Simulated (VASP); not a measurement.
# Zn12P in VASP: a series of runs

Runs on Zn12P. Level: PBE. Tasks: single point.

Program: VASP 6.6.1. These are calculated values, not measurements. Logs are shortened: lines on timing, memory, paths and dates and some standing lists are left out, and cuts for length are marked.

**1. The cell of the first run**

The cell holds a slab with vacuum, 13 atoms: a = 5.320 Å, b = 5.320 Å, c = 15.937 Å, α = 90.00°, β = 90.00°, γ = 60.00°.

**2. Single point, PBE**

INCAR

```
SYSTEM = Zn12P
  PREC = Accurate
  ENCUT = 520
  EDIFF = 1E-6
  ISMEAR = -1
  SIGMA = 0.05
  LREAL = .False.
  LASPH = .True.
  NELM = 100
  ALGO = Normal
  ISIF = 2
  LWAVE = .False.
  LCHARG = .False.
  GGA = PE
  NBANDS = 86
```

KPOINTS

```
Automatic mesh
0
Gamma
  5 5 1
  0 0 0
```

POSCAR

```
Zn12P
1.0
    5.3200000000      0.0000000000      0.0000000000
    2.6600000000      4.6072550000      0.0000000000
    0.0000000000      0.0000000000     15.9369600000
Zn P
12 1
Direct
    0.0000000000      0.0000000000      0.0627472241
    0.5000000000      0.0000000000      0.0627472241
   -0.0000000543      0.5000001085      0.0627472241
    0.4999999457      0.5000001085      0.0627472241
   -0.1667812099      0.3334236981      0.2159958361
    0.3333674817      0.3333646607      0.2138341315
   -0.1668193358      0.8333860401      0.2137952909
    0.3334209819      0.8332738257      0.2138213310
    0.0092799544     -0.0189993825      0.3666387442
    0.4996951684      0.0002404903      0.3572454220
    0.0092499848      0.5098992784      0.3669004001
    0.4805197851      0.5098450162      0.3674634309
    0.8345331401      0.3323901108      0.4699808495
```

Potentials or basis: VASP PAW PBE potentials, release 64 (Zn, P).

The run is started by

```console
$ cat potpaw_PBE.64/Zn/POTCAR potpaw_PBE.64/P/POTCAR > POTCAR
$ mpirun -np 1 vasp_std > vasp.out
```

OUTCAR:

```text
SYSTEM = Zn12P
   PREC = Accurate
   ENCUT = 520
   EDIFF = 1E-6
   ISMEAR = -1
   LREAL = .False.
   LASPH = .True.
   NELM = 100
   ISIF = 2
   GGA = PE

 ion  position               nearest neighbor table
   1  0.000  0.000  0.063-   4 2.66   3 2.66   2 2.66   2 2.66   3 2.66   4 2.66   7 2.86   8 2.86
                             5 2.89
   2  0.500  0.000  0.063-   3 2.66   4 2.66   1 2.66   1 2.66   4 2.66   3 2.66   7 2.86   8 2.86
                             6 2.86
   3  1.000  0.500  0.063-   2 2.66   1 2.66   4 2.66   4 2.66   1 2.66   2 2.66   7 2.86   6 2.86
                             5 2.89
   4  0.500  0.500  0.063-   1 2.66   2 2.66   3 2.66   3 2.66   2 2.66   1 2.66   8 2.86   6 2.86
                             5 2.88
   5  0.833  0.333  0.216-   8 2.66   6 2.66   7 2.66   7 2.66   6 2.66   8 2.66   4 2.88   3 2.89
                             1 2.89   9 2.90  11 2.90  12 2.91
   6  0.333  0.333  0.214-   7 2.66   5 2.66   8 2.66   8 2.66   7 2.66   5 2.66  10 2.75   4 2.86
                             2 2.86   3 2.86  11 2.86  12 2.87
   7  0.833  0.833  0.214-   8 2.66   6 2.66   5 2.66   5 2.66   6 2.66   8 2.66  10 2.75   2 2.86
                             3 2.86   1 2.86   9 2.86  11 2.86
   8  0.333  0.833  0.214-   7 2.66   5 2.66   6 2.66   6 2.66   7 2.66   5 2.66  10 2.75   4 2.86
                             2 2.86   1 2.86   9 2.86  12 2.87
   9  0.009  0.981  0.367-  13 2.31  11 2.51  12 2.51  10 2.67  10 2.67  12 2.81  11 2.81   7 2.86
                             8 2.86   5 2.90
  10  0.500  0.000  0.357-   9 2.67  11 2.67   9 2.67  11 2.67  12 2.67  12 2.67   6 2.75   8 2.75
                             7 2.75
  11  0.009  0.510  0.367-  13 2.31   9 2.51  12 2.51  10 2.67  10 2.67  12 2.81   9 2.81   7 2.86
                             6 2.86   5 2.90
  12  0.481  0.510  0.367-  13 2.31   9 2.51  11 2.51  10 2.67  10 2.67  11 2.81   9 2.81   8 2.87
                             6 2.87   5 2.91
  13  0.835  0.332  0.470-  12 2.31  11 2.31   9 2.31

  LATTYP: Found a hexagonal cell.
 ALAT       =     5.3199998717
 C/A-ratio  =     2.9956692452

  Lattice vectors:

 A1 = (  -2.6600000000,  -4.6072550000,   0.0000000000)
 A2 = (   5.3200000000,   0.0000000000,   0.0000000000)
 A3 = (   0.0000000000,   0.0000000000,  15.9369600000)

Analysis of symmetry for initial positions (statically):
=====================================================================
 Subroutine PRICEL returns:
 Original cell was already a primitive cell.

 Routine SETGRP: Setting up the symmetry group for a
 hexagonal supercell.

 Subroutine GETGRP returns: Found  1 space group operations
 (whereof  1 operations were pure point group operations)
 out of a pool of 24 trial point group operations.

The static configuration has the point symmetry C_1 .

Analysis of symmetry for dynamics (positions and initial velocities):
=====================================================================
 Subroutine PRICEL returns:
 Original cell was already a primitive cell.

 Routine SETGRP: Setting up the symmetry group for a
 hexagonal supercell.

 Subroutine GETGRP returns: Found  1 space group operations
 (whereof  1 operations were pure point group operations)
 out of a pool of 24 trial point group operations.

The dynamic configuration has the point symmetry C_1 .

 Subroutine INISYM returns: Found  1 space group operations
 (whereof  1 operations are pure point group operations),
 and found     1 'primitive' translations

----------------------------------------------------------------------------------------

                                     Primitive cell

  volume of cell :     390.6244

  direct lattice vectors                    reciprocal lattice vectors
     5.320000000  0.000000000  0.000000000     0.187969925 -0.108524490  0.000000000
     2.660000000  4.607255000  0.000000000     0.000000000  0.217048980  0.000000000
     0.000000000  0.000000000 15.936960000     0.000000000  0.000000000  0.062747224

  length of vectors
     5.320000000  5.319999872 15.936960000     0.217048975  0.217048980  0.062747224

  position of ions in fractional coordinates (direct lattice)
     0.000000000  0.000000000  0.062747224
     0.500000000  0.000000000  0.062747224
     0.999999946  0.500000108  0.062747224
     0.499999946  0.500000108  0.062747224
     0.833218790  0.333423698  0.215995836
     0.333367482  0.333364661  0.213834132
[... 38 lines left out ...]

  Length of vectors
     0.043409795  0.043409796  0.062747224

  Shift w.r.t. Gamma in fractional coordinates (k-lattice)
     0.000000000  0.000000000  0.000000000

 Subroutine IBZKPT returns following result:
 ===========================================

 Found     13 irreducible k-points:

 Following reciprocal coordinates:
            Coordinates               Weight
  0.000000  0.000000  0.000000      1.000000
  0.200000  0.000000  0.000000      2.000000
  0.200000  0.200000  0.000000      2.000000
  0.000000  0.200000  0.000000      2.000000
  0.400000  0.000000  0.000000      2.000000
  0.400000  0.400000  0.000000      2.000000
  0.000000  0.400000  0.000000      2.000000
  0.400000  0.200000  0.000000      2.000000
  0.200000  0.400000  0.000000      2.000000
 -0.200000  0.200000  0.000000      2.000000
 -0.400000  0.200000  0.000000      2.000000
  0.400000 -0.400000  0.000000      2.000000
 -0.200000  0.400000  0.000000      2.000000
   k-points           NKPTS =     13   k-points in BZ     NKDIM =     13   number of bands    NBANDS=     86
   number of dos      NEDOS =    301   number of ions     NIONS =     13
   total plane-waves  NPLWV = 192000
   dimension x,y,z NGX =    40 NGY =   40 NGZ =  120
   dimension x,y,z NGXF=    80 NGYF=   80 NGZF=  240
   ions per type =              12   1
   NGX,Y,Z   is equivalent  to a cutoff of  12.50, 12.50, 12.52 a.u.
   NGXF,Y,Z  is equivalent  to a cutoff of  25.00, 25.00, 25.04 a.u.
 SYSTEM =  Zn12P
   PREC   = accura    normal or accurate (medium, high low for compatibility)
   ISTART =      0    job   : 0-new  1-cont  2-samecut
   ICHARG =      2    charge: 1-file 2-atom 10-const
   ISPIN  =      1    spin polarized calculation?
   LNONCOLLINEAR =      F non collinear calculations
   LSORBIT =      F    spin-orbit coupling
   LASPH  =      T    aspherical Exc in radial PAW
   ENCUT  =  520.0 eV  38.22 Ry    6.18 a.u.   9.89  9.89 29.63*2*pi/ulx,y,z
   NELM   =    100;   NELMIN=  2; NELMDL= -5     # of ELM steps
   EDIFF  = 0.1E-05   stopping-criterion for ELM
   LREAL  =      F    real-space projection
   EDIFFG = 0.1E-04   stopping-criterion for IOM
   NSW    =      0    number of steps for IOM
   IBRION =     -1    ionic relax: 0-MD 1-quasi-New 2-CG
   NFREE  =      0    steps in history (QN), initial steepest desc. (CG)
   ISIF   =      2    stress and relaxation
   ISYM   =      2    0-nonsym 1-usesym 2-fastsym
   POTIM  = 0.5000    time-step for ionic-motion
   TEBEG  =    0.0;   TEEND  =   0.0 temperature during run
   PSTRESS=    0.0 pullay stress
   NELECT =     149.0000    total number of electrons
   NUPDOWN=      -1.0000    fix difference up-down
   EMIN   =  10.00;   EMAX   =-10.00  energy-range for DOS
   EFERMI =   0.00;   METHOD = LEGACY
   ISMEAR =    -1;   SIGMA  =   0.05  broadening in eV -4-tet -1-fermi 0-gaus
   EFERMI_NEDOS =   21; number of points for ismear=-14 and -15
   IALGO  =     38    algorithm
   IMIX   =      4    mixing-type and parameters
     AMIX     =   0.40;   BMIX     =  1.00
     AMIX_MAG =   1.60;   BMIX_MAG =  1.00
  volume/ion in A,a.u.               =      30.05       202.77
  Fermi-wavevector in a.u.,A,eV,Ry     =   1.187273  2.243620 19.178995  1.409616
  Thomas-Fermi vector in A             =   2.323428
   LORBIT       =      0    0 simple, 1 ext, 2 COOP (PROOUT), +10 PAW based schemes
   GGA     = PE    functional components
   LHFCALC =     F    Hartree Fock is set to
   AEXX    =    0.0000 exact exchange contribution
   IVDW    =     0    specifies the selected vdW correction
   LEPSILON=     F    determine dielectric tensor
   LRPA    =     F    only Hartree local field effects (RPA)
 non-spin polarized calculation
  energy-cutoff  :      520.00
  volume of cell :      390.62
 maximum number of plane-waves:     10547
   NGX = 19   NGY = 19   NGZ = 59

 number of electron     149.0000023 magnetization

 Free energy of the ion-electron system (eV)
  ---------------------------------------------------
  ext. energy  EPLUGINS =         0.00000000
  ---------------------------------------------------
  free energy    TOTEN  =       -17.10846710 eV

  energy without entropy =      -17.08746430  energy(sigma->0) =      -17.09796570

 E-fermi :  -0.6617     XC(G=0):  -6.7703

 val. band max:       -0.7400412979   @ k =   0.2000   0.4000   0.0000
 cond. band min:      -0.4230202318   @ k =   0.4000   0.0000   0.0000
 fundamental gap:      0.3170210661
 Fermi energy:        -0.6617133636

 k-point     1 :       0.0000    0.0000    0.0000
  band No.  band energies     occupation
      1     -11.6120      2.00000
      2     -10.2801      2.00000
      3      -9.1385      2.00000
      4      -9.0004      2.00000
      5      -8.8747      2.00000
      6      -8.8747      2.00000
[... 1146 lines left out ...]
     85       4.3624      0.00000
     86       4.7362      0.00000

------------------------ aborting loop because EDIFF is reached ----------------------------------------

  FORCE on cell =-STRESS in cart. coord.  units (eV):
  Direction    XX          YY          ZZ          XY          YZ          ZX
  --------------------------------------------------------------------------------------
  -------------------------------------------------------------------------------------
  Total        2.4465627      2.4542716      0.1977332      0.0036195     -0.0000600      0.0000517
  in kB       10.0347733     10.0663919      0.8110186      0.0148456     -0.0002460      0.0002119
  external PRESSURE =       6.9707279 kB  Pullay stress =       0.0000000 kB

 VOLUME and BASIS-vectors are now :
 -----------------------------------------------------------------------------
  energy-cutoff  :      520.00
  volume of cell :      390.62
      direct lattice vectors                 reciprocal lattice vectors
     5.320000000  0.000000000  0.000000000     0.187969925 -0.108524490  0.000000000
     2.660000000  4.607255000  0.000000000     0.000000000  0.217048980  0.000000000
     0.000000000  0.000000000 15.936960000     0.000000000  0.000000000  0.062747224

 POSITION                                       TOTAL-FORCE (eV/Angst)
 -----------------------------------------------------------------------------------
      0.00000      0.00000      1.00000        -0.000551     -0.169845     -0.024149
      2.66000      0.00000      1.00000         0.000694     -0.000732      0.040164
      6.65000      2.30363      1.00000         0.146639      0.085610     -0.024526
      3.99000      2.30363      1.00000        -0.146752      0.085032     -0.025323
      5.31963      1.53617      3.44232         0.000119     -0.000113      0.001322
      2.66027      1.53590      3.40787         0.000038      0.000228     -0.003475
      6.64933      3.83962      3.40725         0.000358     -0.000209     -0.003915
      3.99031      3.83910      3.40766        -0.000229     -0.000172     -0.003597
      2.65883      4.51972      5.84311         0.000002      0.008359      0.001170
      2.65902      0.00111      5.69341        -0.000154      0.000138      0.013686
      1.40554      2.34924      5.84728        -0.007204     -0.004226     -0.000135
      3.91255      2.34899      5.85625         0.007094     -0.004141     -0.002510
      5.32387      1.53141      7.49007        -0.000054      0.000071      0.031288
 -----------------------------------------------------------------------------------
    total drift:                               -0.000122      0.000148     -0.008709

  FREE ENERGIE OF THE ION-ELECTRON SYSTEM (eV)
  ---------------------------------------------------
  free  energy   TOTEN  =       -17.1084671001 eV

  energy  without entropy=      -17.0874643010  energy(sigma->0) =      -17.09796570
```

Run time: 29 min. Hardware: 1 thread of Intel Xeon 8259CL, shared host; peak memory 0.65 GiB.

What came out:

* Free energy: -17.1085 eV
* Largest force: 0.172 eV/Å
* Band gap on the k mesh: zero (an odd number of electrons rules out a gap without spin polarisation)

Forces in eV/Å, atoms in the order of the input:
```
Zn  -0.001 -0.170 -0.024
Zn   0.001 -0.001  0.040
Zn   0.147  0.086 -0.025
Zn  -0.147  0.085 -0.025
Zn   0.000  0.000  0.001
Zn   0.000  0.000 -0.003
Zn   0.000  0.000 -0.004
Zn   0.000  0.000 -0.004
Zn   0.000  0.008  0.001
Zn   0.000  0.000  0.014
Zn  -0.007 -0.004  0.000
Zn   0.007 -0.004 -0.003
P    0.000  0.000  0.031
```

Caveat: there is no dipole correction, which matters where the two faces differ.

**3. Single point, PBE**

INCAR

```
PREC = Accurate
ENCUT = 520
EDIFF = 1E-7
ISMEAR = -1
SIGMA = 0.05
LREAL = False
LASPH = True
NELM = 100
ALGO = Normal
ISIF = 2
LWAVE = False
LCHARG = True
GGA = PE
LELF = True
LVHAR = True
NBANDS = 86
```

KPOINTS

```
Automatic mesh
0
Gamma
  5 5 1
```

POSCAR

```
Zn12P
1.0
    5.3200000000      0.0000000000      0.0000000000
    2.6600000000      4.6072550000      0.0000000000
    0.0000000000      0.0000000000     15.9369600000
Zn P
12 1
Direct
    0.0000000000      0.0000000000      0.0627472241
    0.5000000000      0.0000000000      0.0627472241
   -0.0000000543      0.5000001085      0.0627472241
    0.4999999457      0.5000001085      0.0627472241
   -0.1668193901      0.3333861486      0.2137952909
    0.3334209276      0.3332739343      0.2138213310
   -0.1667812642      0.8334238066      0.2159958361
    0.3333674274      0.8333647693      0.2138341315
    0.0092500391      0.0098991699      0.3669004001
    0.4805198394      0.0098449077      0.3674634309
    0.0092799001      0.4810007260      0.3666387442
    0.4996951141      0.5002405988      0.3572454220
    0.8345330858      0.8323902193      0.4699808495
```

Potentials or basis: VASP PAW PBE potentials, release 64 (Zn, P).

The run is started by

```console
$ cat potpaw_PBE.64/Zn/POTCAR potpaw_PBE.64/P/POTCAR > POTCAR
$ mpirun -np 1 vasp_std > vasp.out
```

It took 26 min on 1 thread of AMD EPYC 7R13, shared host; peak memory 0.64 GiB.

The run converged. Its results:

```yaml
Free_energy: -17.1085 eV
Largest_force: 0.172 eV/Å
Band_gap_on_the_k_mesh: zero (an odd number of electrons rules out a gap without spin polarisation)
```

Forces in eV/Å, atoms in the order of the input:
```
Zn   0.147  0.086 -0.025
Zn  -0.147  0.085 -0.025
Zn  -0.001 -0.170 -0.024
Zn   0.001 -0.001  0.040
Zn   0.000  0.000 -0.004
Zn   0.000  0.000 -0.004
Zn   0.000  0.000  0.001
Zn   0.000  0.000 -0.004
Zn  -0.007 -0.004  0.000
Zn   0.007 -0.004 -0.002
Zn   0.000  0.008  0.001
Zn   0.000  0.000  0.014
P    0.000  0.000  0.031
```

Levels at points of the mesh, in eV from the Fermi level:
| k point | band 73 | band 74 | band 75 | band 76 | band 77 | band 78 |
| --- | --- | --- | --- | --- | --- | --- |
| (0.00, 0.00, 0.00) | -1.57 | -1.41 | -1.03 | -1.03 | 0.51 | 1.08 |

Caveat: there is no dipole correction, which matters where the two faces differ.

The gap in the log of VASP goes by the Fermi energy; the results here count the filled bands.